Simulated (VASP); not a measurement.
Here is a VASP 6.6.1 calculation.

INCAR

```
PREC = Accurate
ENCUT = 520
EDIFF = 1E-6
ISMEAR = 0
SIGMA = 0.1
LREAL = False
LASPH = True
NELM = 60
ALGO = Normal
ISIF = 2
LWAVE = False
LCHARG = False
GGA = PS
NBANDS = 25
```

The input KPOINTS:

```
regular mesh
0
Gamma
  8 8 8
```

File POSCAR:

```
As2Se
1.0
   -3.3174710165      3.3174710165      2.6041253929
    3.3174710165     -3.3174710165      2.6041253929
    3.3174710165      3.3174710165     -2.6041253929
As Se
4 2
Direct
    0.8750000000      0.1250000000      0.7500000000
    0.3750000000      0.1250000000      0.2500000000
    0.8750000000      0.6250000000      0.7500000000
    0.8750000000      0.1250000000      0.2500000000
    0.5000000000      0.5000000000      0.0000000000
    0.2500000000      0.7500000000      0.5000000000
```

Potentials or basis: VASP PAW PBE potentials, release 64 (As, Se).

Command:

```console
$ cat potpaw_PBE.64/As/POTCAR potpaw_PBE.64/Se/POTCAR > POTCAR
$ mpirun -np 1 vasp_std > vasp.out
```

Task: Estimate the band gap on the k mesh.

Result: Zero (band 16 reaches 6.54 eV, above the bottom of band 17 at 6.09 eV).

Task: Predict the pressure.

Result: 8.7 GPa.

Stress tensor (GPa, compression positive):
```
8.67 0.00 0.00
0.00 8.67 0.00
0.00 0.00 8.86
```

Caveat: the PAW data sets were made with another functional, which shifts forces and pressure a little.
